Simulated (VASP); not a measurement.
# BaTiO3 (Amm2) in VASP: notebook, part 2 of 2

VASP 6.6.1. The steps go on from the part before.

## 3. Single point, PBE+U (strain -0.0050 x Voigt [1, 1, 0, 0, 0, 0])

File INCAR:

```
  PREC = Accurate
  ENCUT = 520
  EDIFF = 1E-6
  ISMEAR = 0
  SIGMA = 0.05
  LREAL = F
  LASPH = T
  NELM = 150
  ALGO = Normal
  ISIF = 2
  LWAVE = F
  LCHARG = F
  LMAXMIX = 4
  LDAU = T
  LDAUTYPE = 2
  LDAUL = -1 2 -1
  LDAUU = 0 4 0
  LDAUJ = 0 0 0
  LDAUPRINT = 1
  GGA = PE
  NBANDS = 28
```

File KPOINTS:

```
regular mesh
0
Gamma
  6 6 6
```

File POSCAR:

```
BaTiO3
1.0
    3.9881783772      0.0000000000      0.0000000000
    0.0000000000      2.8589150647      2.8859183788
    0.0000000000     -2.8589150647      2.8859183788
Ba Ti O
1 1 3
Direct
    0.0000000000      0.0080771845      0.0080771845
    0.5000000000      0.5197092871      0.5197092871
    0.0000000000      0.4916268390      0.4916268390
    0.5000000000      0.4938075372      0.9829991522
    0.5000000000      0.9829991522      0.4938075372
```

Potentials or basis: VASP PAW PBE potentials, release 64 (Ba_sv, Ti_sv, O).

Command:

```sh
cat potpaw_PBE.64/Ba_sv/POTCAR potpaw_PBE.64/Ti_sv/POTCAR potpaw_PBE.64/O/POTCAR > POTCAR
mpirun -np 1 vasp_std > vasp.out
```

OUTCAR:

```text
PREC = Accurate
   ENCUT = 520
   EDIFF = 1E-6
   ISMEAR = 0
   LREAL = F
   LASPH = T
   NELM = 150
   ISIF = 2
   GGA = PE

 ion  position               nearest neighbor table
   1  0.000  0.008  0.008-   3 2.79   4 2.81   5 2.81   4 2.81   5 2.81   3 2.86   3 2.86   5 2.89
                             4 2.89   5 2.89   4 2.89   3 2.98   2 3.45   2 3.45   2 3.49   2 3.49
   2  0.500  0.520  0.520-   4 1.88   5 1.88   3 2.00   3 2.00   5 2.18   4 2.18   1 3.45   1 3.45
                             1 3.49   1 3.49   1 3.49   1 3.49   1 3.56   1 3.56
   3  0.000  0.492  0.492-   2 2.00   2 2.00   1 2.79   1 2.86   1 2.86   1 2.98
   4  0.500  0.494  0.983-   2 1.88   2 2.18   1 2.81   1 2.81   1 2.89   1 2.89
   5  0.500  0.983  0.494-   2 1.88   2 2.18   1 2.81   1 2.81   1 2.89   1 2.89

  LATTYP: Found a base centered orthorhombic cell.
 ALAT       =     5.7178301294
 B/A-ratio  =     1.0094453013
 C/A-ratio  =     0.6974985767

  Lattice vectors:

 A1 = (   0.0000000000,   2.8589150647,  -2.8859183788)
 A2 = (   0.0000000000,   2.8589150647,   2.8859183788)
 A3 = (   3.9881783772,   0.0000000000,   0.0000000000)

Analysis of symmetry for initial positions (statically):
=====================================================================
 Subroutine PRICEL returns:
 Original cell was already a primitive cell.

 Routine SETGRP: Setting up the symmetry group for a
 base centered orthorhombic supercell.

 Subroutine GETGRP returns: Found  4 space group operations
 (whereof  4 operations were pure point group operations)
 out of a pool of  8 trial point group operations.

The static configuration has the point symmetry C_2v.

Analysis of symmetry for dynamics (positions and initial velocities):
=====================================================================
 Subroutine PRICEL returns:
 Original cell was already a primitive cell.

 Routine SETGRP: Setting up the symmetry group for a
 base centered orthorhombic supercell.

 Subroutine GETGRP returns: Found  4 space group operations
 (whereof  4 operations were pure point group operations)
 out of a pool of  8 trial point group operations.

The dynamic configuration has the point symmetry C_2v.

 Subroutine INISYM returns: Found  4 space group operations
 (whereof  4 operations are pure point group operations),
 and found     1 'primitive' translations

----------------------------------------------------------------------------------------

                                     Primitive cell

  volume of cell :      65.8097

  direct lattice vectors                    reciprocal lattice vectors
     3.988178377  0.000000000  0.000000000     0.250741042  0.000000000  0.000000000
     0.000000000  2.858915065  2.885918379     0.000000000  0.174891520  0.173255073
     0.000000000 -2.858915065  2.885918379     0.000000000 -0.174891520  0.173255073

  length of vectors
     3.988178377  4.062255560  4.062255560     0.250741042  0.246179536  0.246179536

[... 101 lines left out ...]
   ISMEAR =     0;   SIGMA  =   0.05  broadening in eV -4-tet -1-fermi 0-gaus
   EFERMI_NEDOS =   21; number of points for ismear=-14 and -15
   IALGO  =     38    algorithm
   IMIX   =      4    mixing-type and parameters
     AMIX     =   0.40;   BMIX     =  1.00
     AMIX_MAG =   1.60;   BMIX_MAG =  1.00
  volume/ion in A,a.u.               =      13.16        88.82
  Fermi-wavevector in a.u.,A,eV,Ry     =   1.386750  2.620578 26.165035  1.923076
  Thomas-Fermi vector in A             =   2.511036
   LORBIT       =      0    0 simple, 1 ext, 2 COOP (PROOUT), +10 PAW based schemes
 LDA+U is selected, type is set to LDAUTYPE =  2
   angular momentum for each species LDAUL =    -1    2   -1
   U (eV)           for each species LDAUU =   0.0  4.0  0.0
   J (eV)           for each species LDAUJ =   0.0  0.0  0.0
   GGA     = PE    functional components
   LHFCALC =     F    Hartree Fock is set to
   AEXX    =    0.0000 exact exchange contribution
   IVDW    =     0    specifies the selected vdW correction
   LEPSILON=     F    determine dielectric tensor
   LRPA    =     F    only Hartree local field effects (RPA)
 non-spin polarized calculation
 Gauss-broadening in eV      SIGMA  =   0.05
  energy-cutoff  :      520.00
  volume of cell :       65.81
 maximum number of plane-waves:      1798
 NGX is ok and might be reduce to    30
   NGX = 15   NGY = 15   NGZ = 15

atom =   2  type =  2  l = 2

 onsite density matrix

spin component  1

  0.1089  0.0000  0.0000  0.0000  0.0000
  0.0000  0.2444  0.0000  0.0000  0.0000
  0.0000  0.0000  0.1376  0.0000 -0.0500
  0.0000  0.0000  0.0000  0.1075  0.0000
  0.0000  0.0000 -0.0500  0.0000  0.2129

spin component  2

  0.1089  0.0000  0.0000  0.0000  0.0000
  0.0000  0.2444  0.0000  0.0000  0.0000
  0.0000  0.0000  0.1376  0.0000 -0.0500
  0.0000  0.0000  0.0000  0.1075  0.0000
  0.0000  0.0000 -0.0500  0.0000  0.2129

 occupancies and eigenvectors

  o =  0.1075  v =  0.0000  0.0000  0.0000  1.0000  0.0000  0.0000  0.0000  0.0000  0.0000  0.0000      0.0000  0.0000  0.0000  0.0000  0.0000  0.0000  0.0000  0.0000  0.0000  0.0000
  o =  0.1075  v =  0.0000  0.0000  0.0000  0.0000  0.0000  0.0000  0.0000  0.0000  1.0000  0.0000      0.0000  0.0000  0.0000  0.0000  0.0000  0.0000  0.0000  0.0000  0.0000  0.0000
  o =  0.1089  v =  1.0000  0.0000  0.0000  0.0000  0.0000  0.0000  0.0000  0.0000  0.0000  0.0000      0.0000  0.0000  0.0000  0.0000  0.0000  0.0000  0.0000  0.0000  0.0000  0.0000
  o =  0.1089  v =  0.0000  0.0000  0.0000  0.0000  0.0000  1.0000  0.0000  0.0000  0.0000  0.0000      0.0000  0.0000  0.0000  0.0000  0.0000  0.0000  0.0000  0.0000  0.0000  0.0000
  o =  0.1127  v =  0.0000  0.0000 -0.8948  0.0000 -0.4464  0.0000  0.0000  0.0000  0.0000  0.0000      0.0000  0.0000  0.0000  0.0000  0.0000  0.0000  0.0000  0.0000  0.0000  0.0000
  o =  0.1127  v =  0.0000  0.0000  0.0000  0.0000  0.0000  0.0000  0.0000 -0.8948  0.0000 -0.4464      0.0000  0.0000  0.0000  0.0000  0.0000  0.0000  0.0000  0.0000  0.0000  0.0000
  o =  0.2378  v =  0.0000  0.0000  0.0000  0.0000  0.0000  0.0000  0.0000 -0.4464  0.0000  0.8948      0.0000  0.0000  0.0000  0.0000  0.0000  0.0000  0.0000  0.0000  0.0000  0.0000
  o =  0.2378  v =  0.0000  0.0000 -0.4464  0.0000  0.8948  0.0000  0.0000  0.0000  0.0000  0.0000      0.0000  0.0000  0.0000  0.0000  0.0000  0.0000  0.0000  0.0000  0.0000  0.0000
  o =  0.2444  v =  0.0000  0.0000  0.0000  0.0000  0.0000  0.0000  1.0000  0.0000  0.0000  0.0000      0.0000  0.0000  0.0000  0.0000  0.0000  0.0000  0.0000  0.0000  0.0000  0.0000
  o =  0.2444  v =  0.0000  1.0000  0.0000  0.0000  0.0000  0.0000  0.0000  0.0000  0.0000  0.0000      0.0000  0.0000  0.0000  0.0000  0.0000  0.0000  0.0000  0.0000  0.0000  0.0000

 number of electron      39.9999993 magnetization

 Free energy of the ion-electron system (eV)
  ---------------------------------------------------
  ext. energy  EPLUGINS =         0.00000000
  ---------------------------------------------------
  free energy    TOTEN  =       -37.28852375 eV

  energy without entropy =      -37.28852375  energy(sigma->0) =      -37.28852375

 E-fermi :   4.0310     XC(G=0): -11.1158

 val. band max:        3.7638391492   @ k =   0.5000   0.5000   0.5000
 cond. band min:       6.2784116866   @ k =   0.0000   0.0000   0.0000
 fundamental gap:      2.5145725374
 Fermi energy:         4.0310305497

 k-point     1 :       0.0000    0.0000    0.0000
  band No.  band energies     occupation
      1     -53.8218      2.00000
      2     -30.0191      2.00000
      3     -30.0148      2.00000
      4     -29.9758      2.00000
      5     -21.1453      2.00000
      6     -13.1196      2.00000
[... 733 lines left out ...]
     27      11.8233      0.00000
     28      12.1887      0.00000

 [... further k-points ...]
[... 5 lines left out ...]
  --------------------------------------------------------------------------------------
  -------------------------------------------------------------------------------------
  Total        2.2093813      2.4610346      1.8125624      0.0000000      0.0000000      0.0000000
  in kB       53.7887414     59.9153958     44.1279418      0.0000000      0.0000000      0.0000000
  external PRESSURE =      52.6106930 kB  Pullay stress =       0.0000000 kB

 VOLUME and BASIS-vectors are now :
 -----------------------------------------------------------------------------
  energy-cutoff  :      520.00
  volume of cell :       65.81
      direct lattice vectors                 reciprocal lattice vectors
     3.988178377  0.000000000  0.000000000     0.250741042  0.000000000  0.000000000
     0.000000000  2.858915065  2.885918379     0.000000000  0.174891520  0.173255073
     0.000000000 -2.858915065  2.885918379     0.000000000 -0.174891520  0.173255073

 POSITION                                       TOTAL-FORCE (eV/Angst)
 -----------------------------------------------------------------------------------
      0.00000      0.00000      0.04662         0.000000      0.000000     -0.050604
      1.99409      0.00000      2.99968         0.000000      0.000000     -0.655492
      0.00000      0.00000      2.83759         0.000000      0.000000     -0.007121
      1.99409     -1.39856      4.26194         0.000000     -0.364617      0.356609
      1.99409      1.39856      4.26194         0.000000      0.364617      0.356609
 -----------------------------------------------------------------------------------
    total drift:                                0.000000      0.000001     -0.000740

  FREE ENERGIE OF THE ION-ELECTRON SYSTEM (eV)
  ---------------------------------------------------
  free  energy   TOTEN  =       -37.2885237534 eV

  energy  without entropy=      -37.2885237534  energy(sigma->0) =      -37.28852375
```

Run time: 45 s. Hardware: 1 thread of Intel Xeon 6975P-C (Granite Rapids), shared host; peak memory 0.23 GiB.

Results:

```
Free energy            : -37.2885 eV
Pressure               : 5.3 GPa
Largest force          : 0.655 eV/Å
Band gap on the k mesh : 2.51 eV (least direct gap 2.92 eV)
```

Forces on the atoms (eV/Å):
```
Ba   0.000  0.000 -0.051
Ti   0.000  0.000 -0.655
O    0.000  0.000 -0.007
O    0.000 -0.365  0.357
O    0.000  0.365  0.357
```

Stress tensor (GPa, compression positive):
```
5.38 0.00 0.00
0.00 5.99 0.00
0.00 0.00 4.41
```

Eigenvalues of the final occupation matrices:
```
    site  spin  trace               eigenvalues
site 2 d     1   0.81  0.11 0.11 0.11 0.24 0.24
site 2 d     2   0.81  0.11 0.11 0.11 0.24 0.24
```

Caveat: the cell differs from its parent crystal (strain -0.0050 x Voigt [1, 1, 0, 0, 0, 0]); the cell stands under pressure; spin-orbit coupling is left out, which moves the levels of the heavy elements.

## 4. Single point, PBE+U (strain +0.0050 x Voigt [1, 1, 0, 0, 0, 0])

File INCAR:

```
ALGO = Normal ; EDIFF = 1E-6
ENCUT = 520 ; GGA = PE
ISIF = 2 ; ISMEAR = 0
LASPH = True ; LCHARG = False
LDAU = True ; LDAUJ = 0 0 0
LDAUL = -1 2 -1 ; LDAUPRINT = 1
LDAUTYPE = 2 ; LDAUU = 0 4 0
LMAXMIX = 4 ; LREAL = False
LWAVE = False ; NBANDS = 28
NELM = 150 ; PREC = Accurate
SIGMA = 0.05
```

File KPOINTS:

```
k-points
0
Gamma
  6 6 6
```

Changes to POSCAR since step 3:

```diff
@@ -2,5 +2,5 @@
 1.0
-    3.9881783772      0.0000000000      0.0000000000
-    0.0000000000      2.8589150647      2.8859183788
-    0.0000000000     -2.8589150647      2.8859183788
+    4.0282605720      0.0000000000      0.0000000000
+    0.0000000000      2.8876478795      2.8859183788
+    0.0000000000     -2.8876478795      2.8859183788
 Ba Ti O
```

Command:

```sh
cat potpaw_PBE.64/Ba_sv/POTCAR potpaw_PBE.64/Ti_sv/POTCAR potpaw_PBE.64/O/POTCAR > POTCAR
mpirun -np 1 vasp_std > vasp.out
```

Run time: 48 s. Hardware: 1 thread of Intel Xeon 6975P-C (Granite Rapids), shared host; peak memory 0.23 GiB.

It converged, with:

```
Free energy            : -37.3191 eV
Pressure               : 1.8 GPa
Largest force          : 0.515 eV/Å
Band gap on the k mesh : 2.47 eV (least direct gap 2.91 eV)
```

Forces in eV/Å, atoms in the order of the input:
```
Ba   0.000  0.000 -0.039
Ti   0.000  0.000 -0.515
O    0.000  0.000  0.030
O    0.000 -0.249  0.262
O    0.000  0.249  0.262
```

Stress tensor (GPa, compression positive):
```
1.32 0.00 0.00
0.00 1.69 0.00
0.00 0.00 2.47
```

Levels at points of the mesh, in eV from the valence-band top:
| k point | band 18 | band 19 | band 20 | band 21 | band 22 | band 23 |
| --- | --- | --- | --- | --- | --- | --- |
| (0.00, 0.00, 0.00) | -0.47 | -0.47 | -0.44 | 2.47 | 2.57 | 2.65 |
| (0.50, 0.00, 0.00) | -1.51 | -1.09 | -1.06 | 2.78 | 3.85 | 3.99 |
| (0.00, 0.50, 0.00) | -1.64 | -0.93 | -0.83 | 2.66 | 3.90 | 3.90 |
| (0.50, 0.50, 0.00) | -0.97 | -0.94 | -0.09 | 3.93 | 3.95 | 4.31 |
| (0.00, 0.50, 0.50) | -0.94 | -0.89 | -0.22 | 3.92 | 3.94 | 4.24 |
| (0.50, 0.50, 0.50) | -0.14 | -0.03 | 0.00 | 4.43 | 4.46 | 4.56 |

Eigenvalues of the final occupation matrices:
| site | spin | trace | eigenvalues |
| --- | --- | --- | --- |
| site 2 d | 1 | 0.80 | 0.11 0.11 0.11 0.23 0.24 |
| site 2 d | 2 | 0.80 | 0.11 0.11 0.11 0.23 0.24 |

Caveat: the cell differs from its parent crystal (strain +0.0050 x Voigt [1, 1, 0, 0, 0, 0]); spin-orbit coupling is left out, which moves the levels of the heavy elements. A k mesh can miss the band edges.

## 5. Summary

```csv
cell,gap on the mesh (eV),pressure (GPa),largest force (eV/Å)
"a = 3.968, b = 4.052, c = 4.052 Å, angles 89.2, 90.0, 90.0°, 5 atoms",2.54,7.1,0.73
"a = 3.988, b = 4.062, c = 4.062 Å, angles 89.5, 90.0, 90.0°, 5 atoms",2.51,5.3,0.66
"a = 4.028, b = 4.083, c = 4.083 Å, 5 atoms",2.47,1.8,0.52
```

Alike in all rows: task single point; level PBE+U; potentials or basis VASP PAW PBE potentials, release 64 (Ba_sv, Ti_sv, O); no spin polarisation; Ti d U = 4.0 eV; k mesh 6 × 6 × 6; cutoff (eV) 520; smearing gaussian 0.05 eV.

Caveats: spin-orbit coupling is left out, which moves the levels of the heavy elements; the cell stands under pressure (at least some runs).

Absolute energies hang on the potentials; compare differences alone.
